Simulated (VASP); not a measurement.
# WC (Qusongite) (P-6m2) in VASP: a series of runs

The runs below take WC (Qusongite) through single point, relaxation of cell and atoms, with HSE06, PBEsol.

Everything below comes from runs of VASP 6.6.1. Logs are shortened: lines on timing, memory, paths and dates and some standing lists are left out, and cuts for length are marked.

### Step 1. The cell of the first run

It takes space group P-6m2 (No. 187, hexagonal). The conventional cell has a = 2.907 Å, b = 2.907 Å, c = 2.837 Å, α = 90.00°, β = 90.00°, γ = 120.00°. Within 2.9 Å of W (site symmetry -6m2) lie 6 C at 2.20 Å and 2 W at 2.84 Å. Within 2.9 Å of C (site symmetry -6m2) lie 6 W at 2.20 Å and 2 C at 2.84 Å.

### Step 2. Single point, HSE06

The input, POSCAR:

```
WC
1.0
    2.9065000000      0.0000000000      0.0000000000
   -1.4532500000      2.5171028361      0.0000000000
    0.0000000000      0.0000000000      2.8366000000
W C
1 1
Direct
    0.0000000000      0.0000000000      0.0000000000
    0.6666666667      0.3333333333      0.5000000000
```

The input, INCAR.step1:

```
SYSTEM = WC
ALGO = Normal ; EDIFF = 1E-5
ENCUT = 520 ; GGA = PE
ISIF = 2 ; ISMEAR = -1
LASPH = .TRUE. ; LCHARG = .FALSE.
LREAL = .FALSE. ; LWAVE = .TRUE.
NBANDS = 16 ; NELM = 60
PREC = Accurate ; SIGMA = 0.05
```

The input, INCAR.step2:

```
SYSTEM = WC
ALGO = Normal ; EDIFF = 1E-7
ENCUT = 520 ; GGA = PE
HFSCREEN = 0.2079 ; ISIF = 2
ISMEAR = -1 ; ISTART = 1
LASPH = .TRUE. ; LCHARG = .FALSE.
LHFCALC = .TRUE. ; LREAL = .FALSE.
LWAVE = .FALSE. ; NBANDS = 16
NELM = 60 ; PREC = Accurate
PRECFOCK = Normal ; SIGMA = 0.05
```

The input, KPOINTS:

```
k-points
0
G
  6 6 6
  0 0 0
```

Potentials or basis: VASP PAW PBE potentials, release 64 (W_sv, C).

Started as:

```bash
> cat potpaw_PBE.64/W_sv/POTCAR potpaw_PBE.64/C/POTCAR > POTCAR
> cp INCAR.step1 INCAR
> mpirun -np 1 vasp_std > vasp.out
> cp INCAR.step2 INCAR
> mpirun -np 1 vasp_std > vasp.out
```

OUTCAR:

```text
SYSTEM = WC
   EDIFF = 1E-7
   ENCUT = 520
   GGA = PE
   HFSCREEN = 0.2079
   ISIF = 2
   ISMEAR = -1
   ISTART = 1
   LASPH = .TRUE.
   LHFCALC = .TRUE.
   LREAL = .FALSE.
   NELM = 60
   PREC = Accurate
   PRECFOCK = Normal

 ion  position               nearest neighbor table
   1  0.000  0.000  0.000-   2 2.20   2 2.20   2 2.20   2 2.20   2 2.20   2 2.20
   2  0.667  0.333  0.500-   1 2.20   1 2.20   1 2.20   1 2.20   1 2.20   1 2.20

  LATTYP: Found a hexagonal cell.
 ALAT       =     2.9065000000
 C/A-ratio  =     0.9759504559

  Lattice vectors:

 A1 = (   2.9065000000,   0.0000000000,   0.0000000000)
 A2 = (  -1.4532500000,   2.5171028361,   0.0000000000)
 A3 = (   0.0000000000,   0.0000000000,   2.8366000000)

Analysis of symmetry for initial positions (statically):
=====================================================================
 Subroutine PRICEL returns:
 Original cell was already a primitive cell.

 Routine SETGRP: Setting up the symmetry group for a
 hexagonal supercell.

 Subroutine GETGRP returns: Found 12 space group operations
 (whereof 12 operations were pure point group operations)
 out of a pool of 24 trial point group operations.

The static configuration has the point symmetry D_3h.

Analysis of symmetry for dynamics (positions and initial velocities):
=====================================================================
 Subroutine PRICEL returns:
 Original cell was already a primitive cell.

 Routine SETGRP: Setting up the symmetry group for a
 hexagonal supercell.

 Subroutine GETGRP returns: Found 12 space group operations
 (whereof 12 operations were pure point group operations)
 out of a pool of 24 trial point group operations.

The dynamic configuration has the point symmetry D_3h.

 Subroutine INISYM returns: Found 12 space group operations
 (whereof 12 operations are pure point group operations),
 and found     1 'primitive' translations

----------------------------------------------------------------------------------------

                                     Primitive cell

  volume of cell :      20.7525

  direct lattice vectors                    reciprocal lattice vectors
[... 84 lines left out ...]
   LASPH  =      T    aspherical Exc in radial PAW
   ENCUT  =  520.0 eV  38.22 Ry    6.18 a.u.   5.40  5.40  5.27*2*pi/ulx,y,z
   NELM   =     60;   NELMIN=  2; NELMDL=  0     # of ELM steps
   EDIFF  = 0.1E-06   stopping-criterion for ELM
   LREAL  =      F    real-space projection
   EDIFFG = 0.1E-05   stopping-criterion for IOM
   NSW    =      0    number of steps for IOM
   IBRION =     -1    ionic relax: 0-MD 1-quasi-New 2-CG
   NFREE  =      0    steps in history (QN), initial steepest desc. (CG)
   ISIF   =      2    stress and relaxation
   ISYM   =      3    0-nonsym 1-usesym 2-fastsym
   POTIM  = 0.5000    time-step for ionic-motion
   TEBEG  =    0.0;   TEEND  =   0.0 temperature during run
   PSTRESS=    0.0 pullay stress
   NELECT =      18.0000    total number of electrons
   NUPDOWN=      -1.0000    fix difference up-down
   EMIN   =  10.00;   EMAX   =-10.00  energy-range for DOS
   EFERMI =   0.00;   METHOD = LEGACY
   ISMEAR =    -1;   SIGMA  =   0.05  broadening in eV -4-tet -1-fermi 0-gaus
   EFERMI_NEDOS =   21; number of points for ismear=-14 and -15
   IALGO  =     38    algorithm
   IMIX   =      1    mixing-type and parameters
     AMIX     =   0.40;   BMIX     =  1.00
     AMIX_MAG =   1.60;   BMIX_MAG =  1.00
  volume/ion in A,a.u.               =      10.38        70.02
  Fermi-wavevector in a.u.,A,eV,Ry     =   1.561262  2.950358 33.164744  2.437540
  Thomas-Fermi vector in A             =   2.664353
   LORBIT       =      0    0 simple, 1 ext, 2 COOP (PROOUT), +10 PAW based schemes
   GGA     = PE    functional components
   LHFCALC =     T    Hartree Fock is set to
   PRECFOCK=normal    Normal, Fast or Accurate (Low or Medium for compatibility)
   ENCUT4O =  -1.0   cutoff for four orbital integrals eV
   NKREDX  =     1    reduce k-point grid by
   NKREDY  =     1    reduce k-point grid by
   NKREDZ  =     1    reduce k-point grid by
   AEXX    =    0.2500 exact exchange contribution
   HFSCREEN=    0.2079 screening length (either q_TF or 0.3 A-1)
   HFSCREENC=   0.2079 screening length for correlation (either q_TF or 0.3 A-1)
   ENCUTFOCK=  -1.0 apply spherical cutoff to Coloumb kernel
   IVDW    =     0    specifies the selected vdW correction
   LEPSILON=     F    determine dielectric tensor
   LRPA    =     F    only Hartree local field effects (RPA)
 non-spin polarized calculation
  energy-cutoff  :      520.00
  volume of cell :       20.75
 maximum number of plane-waves:       580
 NGX is ok and might be reduce to    24
  NGX = 18; NGY = 18; NGZ = 16

 number of electron      18.0000000 magnetization

 Free energy of the ion-electron system (eV)
  ---------------------------------------------------
  ext. energy  EPLUGINS =         0.00000000
  ---------------------------------------------------
  free energy    TOTEN  =       -25.95511851 eV

  energy without entropy =      -25.95413674  energy(sigma->0) =      -25.95462763

 E-fermi :  11.1363     XC(G=0): -11.2335

 val. band max:       10.8933684963   @ k =   0.0000   0.0000   0.3333
 cond. band min:      11.1400507297   @ k =   0.0000   0.0000   0.1667
 fundamental gap:      0.2466822334
 Fermi energy:        11.1363093826

 k-point     1 :       0.0000    0.0000    0.0000
  band No.  band energies     occupation
      1     -67.2947      2.00000
      2     -29.7711      2.00000
      3     -29.6458      2.00000
      4     -29.6458      2.00000
      5      -5.4226      2.00000
      6       5.9121      2.00000
[... 433 lines left out ...]
      3     -30.2467      2.00000
      4     -29.7160      2.00000
      5      -1.7520      2.00000
      6       3.3595      2.00000
[... 8 lines left out ...]
     15      25.7442      0.00000
     16      29.4010      0.00000

 [... further k-points ...]
[... 5 lines left out ...]
  --------------------------------------------------------------------------------------
  -------------------------------------------------------------------------------------
  Total       -0.2885035     -0.2885035     -0.7152861      0.0000000      0.0000000      0.0000000
  in kB      -22.2736988    -22.2736988    -55.2231219      0.0000000      0.0000000      0.0000000
  external PRESSURE =     -33.2568398 kB  Pullay stress =       0.0000000 kB

 VOLUME and BASIS-vectors are now :
 -----------------------------------------------------------------------------
  energy-cutoff  :      520.00
  volume of cell :       20.75
      direct lattice vectors                 reciprocal lattice vectors
     2.906500000  0.000000000  0.000000000     0.344056425  0.198641070  0.000000000
    -1.453250000  2.517102836  0.000000000     0.000000000  0.397282139  0.000000000
     0.000000000  0.000000000  2.836600000     0.000000000  0.000000000  0.352534725

 POSITION                                       TOTAL-FORCE (eV/Angst)
 -----------------------------------------------------------------------------------
      0.00000      0.00000      0.00000         0.000000      0.000000      0.000000
      1.45325      0.83903      1.41830        -0.000000      0.000000      0.000000
 -----------------------------------------------------------------------------------
    total drift:                               -0.000000      0.000000     -0.000000

  FREE ENERGIE OF THE ION-ELECTRON SYSTEM (eV)
  ---------------------------------------------------
  free  energy   TOTEN  =       -25.9551185113 eV

  energy  without entropy=      -25.9541367393  energy(sigma->0) =      -25.95462763
```

OSZICAR.step1:

```text
N       E                     dE             d eps       ncg     rms          rms(c)
DAV:   1     0.104854011901E+03    0.10485E+03   -0.93686E+03   904   0.126E+03
DAV:   2    -0.224547384184E+02   -0.12731E+03   -0.12325E+03  1040   0.334E+02
DAV:   3    -0.255057391863E+02   -0.30510E+01   -0.30385E+01  1008   0.490E+01
DAV:   4    -0.255219654877E+02   -0.16226E-01   -0.16225E-01  1144   0.397E+00
DAV:   5    -0.255220846652E+02   -0.11918E-03   -0.11918E-03  1024   0.325E-01    0.324E+01
DAV:   6    -0.225227946094E+02    0.29993E+01   -0.57298E+00  1048   0.257E+01    0.857E+00
DAV:   7    -0.224678759209E+02    0.54919E-01   -0.40714E-01   952   0.495E+00    0.626E+00
DAV:   8    -0.224399462097E+02    0.27930E-01   -0.60433E-02   960   0.224E+00    0.105E+00
DAV:   9    -0.224392490932E+02    0.69712E-03   -0.20974E-03   968   0.446E-01    0.116E-01
DAV:  10    -0.224391912527E+02    0.57840E-04   -0.27257E-04  1032   0.187E-01    0.245E-02
DAV:  11    -0.224391918916E+02   -0.63884E-06   -0.70547E-06   640   0.285E-02
   1 F= -.22439192E+02 E0= -.22436855E+02  d E =-.467402E-02
```

Run time: 22 min. Hardware: 1 thread of Intel Xeon 6975P-C (Granite Rapids), shared host; peak memory 0.26 GiB.

Results:

* Free energy: -25.9551 eV
* Pressure: -3.3 GPa
* Band gap on the k mesh: zero (band 9 reaches 11.84 eV, above the bottom of band 10 at 10.31 eV)

Levels at points of the mesh, in eV from the Fermi level:
```
           k point  band 6  band 7  band 8  band 9  band 10  band 11  band 12  band 13
(0.00, 0.00, 0.00)   -5.22   -4.16   -4.16   -0.31     3.59     3.59     6.25     6.25
(0.50, 0.00, 0.00)   -8.33   -4.44   -4.40   -0.96     2.61     4.97     5.40     7.56
(0.00, 0.00, 0.50)  -10.10   -2.65   -2.65   -0.82    -0.82     3.98     5.01     5.01
(0.50, 0.00, 0.50)   -7.65   -5.26   -5.17   -0.30     4.86     5.76     7.24    10.18
```

Caveat: the k points lie up to 0.42 Å⁻¹ apart; the PAW data sets were made with another functional, which shifts forces and pressure a little; spin-orbit coupling is left out, which moves the levels of the heavy elements.

### Step 3. Relaxation of cell and atoms, PBEsol, target pressure 10 GPa, at which the enthalpy is minimised

The input, INCAR:

```
SYSTEM = WC
ALGO = Normal ; EDIFF = 1E-6
EDIFFG = -0.01 ; ENCUT = 600
GGA = PS ; IBRION = 2
ISIF = 3 ; ISMEAR = -1
LASPH = .True. ; LCHARG = .False.
LREAL = .False. ; LWAVE = .False.
NELM = 60 ; NSW = 60
PREC = Accurate ; PSTRESS = 100.0
SIGMA = 0.05
```

The input, KPOINTS:

```
k-points
0
Gamma
  10 10 9
  0 0 0
```

POSCAR is that of step 2.

Potentials or basis: VASP PAW PBE potentials, release 64 (W_sv, C).

Started as:

```bash
> cat potpaw_PBE.64/W_sv/POTCAR potpaw_PBE.64/C/POTCAR > POTCAR
> mpirun -np 1 vasp_std > vasp.out
```

OUTCAR:

```text
SYSTEM = WC
   EDIFF = 1E-6
   EDIFFG = -0.01
   ENCUT = 600
   GGA = PS
   IBRION = 2
   ISIF = 3
   ISMEAR = -1
   LASPH = .True.
   LREAL = .False.
   NELM = 60
   NSW = 60
   PREC = Accurate
   PSTRESS = 100.0

 ion  position               nearest neighbor table
   1  0.000  0.000  0.000-   2 2.20   2 2.20   2 2.20   2 2.20   2 2.20   2 2.20
   2  0.667  0.333  0.500-   1 2.20   1 2.20   1 2.20   1 2.20   1 2.20   1 2.20

  LATTYP: Found a hexagonal cell.
 ALAT       =     2.9065000000
 C/A-ratio  =     0.9759504559

  Lattice vectors:

 A1 = (   2.9065000000,   0.0000000000,   0.0000000000)
 A2 = (  -1.4532500000,   2.5171028361,   0.0000000000)
 A3 = (   0.0000000000,   0.0000000000,   2.8366000000)

Analysis of symmetry for initial positions (statically):
=====================================================================
 Subroutine PRICEL returns:
 Original cell was already a primitive cell.

 Routine SETGRP: Setting up the symmetry group for a
 hexagonal supercell.

 Subroutine GETGRP returns: Found 12 space group operations
 (whereof 12 operations were pure point group operations)
 out of a pool of 24 trial point group operations.

The static configuration has the point symmetry D_3h.

Analysis of symmetry for dynamics (positions and initial velocities):
=====================================================================
 Subroutine PRICEL returns:
 Original cell was already a primitive cell.

 Routine SETGRP: Setting up the symmetry group for a
 hexagonal supercell.

 Subroutine GETGRP returns: Found 12 space group operations
 (whereof 12 operations were pure point group operations)
 out of a pool of 24 trial point group operations.

The dynamic configuration has the point symmetry D_3h.

 Subroutine INISYM returns: Found 12 space group operations
 (whereof 12 operations are pure point group operations),
 and found     1 'primitive' translations

[... 136 lines left out ...]

 Free energy of the ion-electron system (eV)
  ---------------------------------------------------
  ext. energy  EPLUGINS =         0.00000000
  ---------------------------------------------------
  free energy    TOTEN  =       -23.90494398 eV

  energy without entropy =      -23.90315426  energy(sigma->0) =      -23.90404912

------------------------ aborting loop because EDIFF is reached ----------------------------------------

  FORCE on cell =-STRESS in cart. coord.  units (eV):
  Direction    XX          YY          ZZ          XY          YZ          ZX
  --------------------------------------------------------------------------------------
  -------------------------------------------------------------------------------------
  Total       -0.2534341     -0.2534341     -0.3981883      0.0000000      0.0000000      0.0000000
  in kB      -19.5661867    -19.5661867    -30.7418312      0.0000000      0.0000000      0.0000000
  external PRESSURE =    -123.2914015 kB  Pullay stress =     100.0000000 kB
[... 97 lines left out ...]
  energy  without entropy=      -23.8910745798  energy(sigma->0) =      -23.89198714

  enthalpy is  TOTEN    =       -22.6327964169 eV   P V=        1.2601032878

[... ionic steps 4 to 7 ...]

--------------------------------------- Ionic step        8  -------------------------------------------

 number of electron      18.0000000 magnetization

------------------------ aborting loop because EDIFF is reached ----------------------------------------
[... 71 lines left out ...]
--------------------------------------- Ionic step       10  -------------------------------------------

 number of electron      18.0000000 magnetization

 Free energy of the ion-electron system (eV)
  ---------------------------------------------------
  ext. energy  EPLUGINS =         0.00000000
  ---------------------------------------------------
  free energy    TOTEN  =       -23.89132548 eV

  energy without entropy =      -23.88950637  energy(sigma->0) =      -23.89041593

 E-fermi :  11.3351     XC(G=0): -14.0890

 val. band max:       11.2338942757   @ k =   0.0000   0.0000   0.3333
 cond. band min:      11.3377976191   @ k =   0.1000   0.0000   0.3333
 fundamental gap:      0.1039033434
 Fermi energy:        11.3351237349

 k-point     1 :       0.0000    0.0000    0.0000
  band No.  band energies     occupation
      1     -62.5230      2.00000
      2     -26.5163      2.00000
      3     -26.3923      2.00000
      4     -26.3923      2.00000
      5      -3.3053      2.00000
      6       6.8482      2.00000
      7       7.9040      2.00000
      8       7.9040      2.00000
      9      11.4569      0.16094
     10      14.7093      0.00000
     11      14.7093      0.00000
     12      17.1592      0.00000
     13      17.1592      0.00000
[... 354 lines left out ...]
  band No.  band energies     occupation
      1     -62.4502      2.00000
      2     -27.2423      2.00000
      3     -26.6456      2.00000
      4     -26.4824      2.00000
      5       0.2724      2.00000
      6       4.2785      2.00000
      7       6.9833      2.00000
      8       8.5372      2.00000
      9      10.0315      2.00000
     10      14.0989      0.00000
     11      15.5615      0.00000
     12      16.5132      0.00000
     13      18.6048      0.00000

 [... further k-points ...]
[... 5 lines left out ...]
  --------------------------------------------------------------------------------------
  -------------------------------------------------------------------------------------
  Total        1.2572621      1.2572621      1.2557425      0.0000000      0.0000000      0.0000000
  in kB       99.9119816     99.9119816     99.7912256      0.0000000      0.0000000      0.0000000
  external PRESSURE =      -0.1282704 kB  Pullay stress =     100.0000000 kB
[... 21 lines left out ...]
  energy  without entropy=      -23.8895063687  energy(sigma->0) =      -23.89041593

  enthalpy is  TOTEN    =       -22.6329557783 eV   P V=        1.2583697037

 reached required accuracy - stopping structural energy minimisation
```

OSZICAR:

```text
N       E                     dE             d eps       ncg     rms          rms(c)
DAV:   1     0.119909783448E+03    0.11991E+03   -0.10624E+04  1820   0.171E+03
DAV:   2    -0.224752854573E+02   -0.14239E+03   -0.13871E+03  2060   0.408E+02
DAV:   3    -0.267662195737E+02   -0.42909E+01   -0.42515E+01  2221   0.639E+01
[... 70 lines left out ...]
DAV:   1    -0.238914322275E+02    0.97673E-03   -0.26701E-03  1840   0.774E-01    0.162E-01
DAV:   2    -0.238913405770E+02    0.91651E-04   -0.22339E-04  1870   0.196E-01    0.328E-02
DAV:   3    -0.238913269064E+02    0.13671E-04   -0.25137E-05  1945   0.475E-02    0.995E-03
DAV:   4    -0.238913249970E+02    0.19094E-05   -0.61327E-06  1990   0.290E-02    0.128E-02
DAV:   5    -0.238913254821E+02   -0.48504E-06   -0.43491E-07   930   0.816E-03
  10 F= -.22632956E+02 E0= -.22632046E+02  d E =-.464848E-05
```

Run time: 2 min. Hardware: 1 thread of AMD EPYC 7R43 (Zen 3), shared host; peak memory 0.13 GiB.

Results:

* Free energy: -23.8913 eV
* Relaxed volume: 10.08 Å³/atom
* Relaxed cell: a = 2.878 Å, b = 2.878 Å, c = 2.811 Å, α = 90.00°, β = 90.00°, γ = 120.00°
* Space group after relaxing (to 0.05 Å): P-6m2 (No. 187)
* Energy change on relaxing (the enthalpy is what falls): +6.8 meV/atom
* Ionic steps: 10
* Pressure after relaxing: 10.0 GPa
* Band gap on the k mesh: zero (band 9 reaches 12.02 eV, above the bottom of band 10 at 10.76 eV)

The path:
```
step  energy change (eV)  largest force (eV/Å)  pressure (GPa)  volume (Å³)
   1              0.0000                0.0000           -2.33        20.75
   2              0.3648                0.0000           58.70        18.45
   3              0.0120                0.0000            9.49        20.19
   4              0.0132                0.0000            9.88        20.17
   5              0.0139                0.0000           10.11        20.16
   6              0.0147                0.0000           10.21        20.15
   7              0.0141                0.0000           10.16        20.15
   8              0.0141                0.0000           10.19        20.15
   9              0.0125                0.0000            9.61        20.18
  10              0.0136                0.0000            9.99        20.16
```

Final structure:
```cif
data_structure
_symmetry_space_group_name_H-M 'P 1'
_symmetry_Int_Tables_number 1
_cell_length_a 2.8776
_cell_length_b 2.8776
_cell_length_c 2.8114
_cell_angle_alpha 90.000
_cell_angle_beta 90.000
_cell_angle_gamma 120.000
_cell_volume 20.16
loop_
_atom_site_label
_atom_site_type_symbol
_atom_site_fract_x
_atom_site_fract_y
_atom_site_fract_z
_atom_site_occupancy
W1 W 0.00000 0.00000 0.00000 1
C1 C 0.66667 0.33333 0.50000 1
```

Levels at points of the mesh, in eV from the Fermi level:
```
           k point  band 5  band 6  band 7  band 8  band 9  band 10  band 11  band 12  band 13
(0.00, 0.00, 0.00)  -14.64   -4.49   -3.43   -3.43    0.12     3.37     3.37     5.82     5.82
(0.50, 0.00, 0.00)  -11.17   -7.16   -3.74   -3.71   -0.43     2.43     4.74     5.13     7.05
```

Caveat: the cell is relaxed towards a set pressure, so the enthalpy falls and the energy may rise; the PAW data sets were made with another functional, which shifts forces and pressure a little; spin-orbit coupling is left out, which moves the levels of the heavy elements.

[end of part 1 of 2]
